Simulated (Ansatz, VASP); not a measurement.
## Two plane-wave programs on KF

File POSCAR:

```
KF
1.0
    0.0000000000      2.7020357406      2.7020357406
    2.7020357406      0.0000000000      2.7020357406
    2.7020357406      2.7020357406      0.0000000000
K F
1 1
Direct
    0.0000000000      0.0000000000      0.0000000000
    0.5000000000      0.5000000000      0.5000000000
```

The input INCAR.step1:

```
SYSTEM = KF
PREC = Accurate
ENCUT = 520
ISMEAR = 0
SIGMA = 0.01
LREAL = .FALSE.
LASPH = .TRUE.
NELM = 80
NBANDS = 15
GGA = PE
ALGO = Normal
EDIFF = 1E-4
LWAVE = .TRUE.
LCHARG = .FALSE.
```

File INCAR.step2:

```
SYSTEM = KF
PREC = Accurate
ENCUT = 520
EDIFF = 1E-7
ISMEAR = 0
SIGMA = 0.01
LREAL = .FALSE.
LASPH = .TRUE.
NELM = 80
ALGO = Normal
ISIF = 2
LWAVE = .FALSE.
LCHARG = .TRUE.
METAGGA = R2SCAN
LMIXTAU = .TRUE.
LELF = .TRUE.
LVHAR = .TRUE.
NBANDS = 15
ISTART = 1
```

The input KPOINTS:

```
regular mesh
0
G
  8 8 8
  0 0 0
```

Input for Ansatz:

```yaml
crystal:
  lattice:
    - [0.0, 2.7020357406, 2.7020357406]
    - [2.7020357406, 0.0, 2.7020357406]
    - [2.7020357406, 2.7020357406, 0.0]
  atoms:
    - { symbol: K, position: [0.0, 0.0, 0.0] }
    - { symbol: F, position: [0.5, 0.5, 0.5] }
kpoints:
  mp_grid: { grid: [8, 8, 8] }
  band_path:
    path:
      - [0.0, 0.0, 0.0]
      - [0.5, 0.0, 0.5]
      - [0.625, 0.25, 0.625]
      - [0.375, 0.375, 0.75]
      - [0.5, 0.5, 0.5]
      - [0.5, 0.25, 0.75]
    npoints: 1
hamiltonian:
  xc: r2scan
scf:
  occupations: { method: fixed }
  n_extra_bands: 4
output:
  forces: true
  stress: true
  eigenvalues: true
```

Change from the starting cell: hydrostatic strain +1.6%.

Alike in both runs: task single point; functional r2SCAN; k mesh 8 × 8 × 8; no spin polarisation.

|  | VASP | Ansatz |
| --- | --- | --- |
| version | VASP 6.6.1 | Ansatz 0.2.0 |
| potentials or method | VASP PAW PBE potentials, release 64 (K_sv, F) | plane waves, PAW |
| plane-wave cutoff (eV) | 520 | 500 |
| occupations | gaussian, width 0.01 eV | fixed |
| valence electrons in the cell | 16 | 16 |

Ansatz gave:

| Item | Value |
| --- | --- |
| gap on the k mesh at the Fermi level (eV) | 6.65 |
| pressure (GPa) | -1.5 |

What did VASP give for the same quantities?

gap on the k mesh at the Fermi level (eV): 6.65; pressure (GPa): -1.6.

VASP's potentials were made for PBE, not for r2SCAN.
